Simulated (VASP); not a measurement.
Wanted: the native input for a VASP 6.6.1 run.

```
Task                   : single point
Functional             : PBEsol
Potentials or basis    : VASP PAW PBE potentials, release 64 (Be, S)
Cutoff                 : 520 eV
k mesh                 : 12 × 12 × 4
Occupations            : fermi-dirac, width 0.02 eV
Spin                   : no spin polarisation
Dipole correction      : no
Further INCAR settings : ALGO = Normal; EDIFF = 1e-06; NBANDS = 16
```

The structure of BeS lies in POSCAR:

```
BeS
1.0
    3.4713735135      0.0000000000      0.0000000000
   -1.7356867568      3.0062976487      0.0000000000
    0.0000000000      0.0000000000      6.2147404015
Be S
2 2
Direct
    0.3333333333      0.6666666667      0.2500000000
    0.6666666667      0.3333333333      0.7500000000
    0.6666666667      0.3333333333      0.2500000000
    0.3333333333      0.6666666667      0.7500000000
```

The input as run:

INCAR

```
SYSTEM = BeS
PREC = Accurate
ENCUT = 520
EDIFF = 1E-6
ISMEAR = -1
SIGMA = 0.02
LREAL = .False.
LASPH = .True.
NELM = 60
ALGO = Normal
ISIF = 2
LWAVE = .False.
LCHARG = .True.
GGA = PS
LELF = .True.
LVHAR = .True.
NBANDS = 16
```

KPOINTS

```
regular mesh
0
Gamma
  12 12 4
  0 0 0
```

Potentials or basis: VASP PAW PBE potentials, release 64 (Be, S).

The run is started by

```console
$ cat potpaw_PBE.64/Be/POTCAR potpaw_PBE.64/S/POTCAR > POTCAR
$ mpirun -np 1 vasp_std > vasp.out
```

It gave:

| Property | Result |
| --- | --- |
| Pressure | 0.1 GPa |
| Band gap on the k mesh | 3.45 eV, indirect (least direct gap 4.08 eV) |

Caveat: the PAW data sets were made with another functional, which shifts forces and pressure a little.

Run time: 29 s on 1 thread of Intel(R) Xeon(R) Platinum 8488C (Sapphire Rapids), with other jobs on the host, peak memory 0.2 GiB.
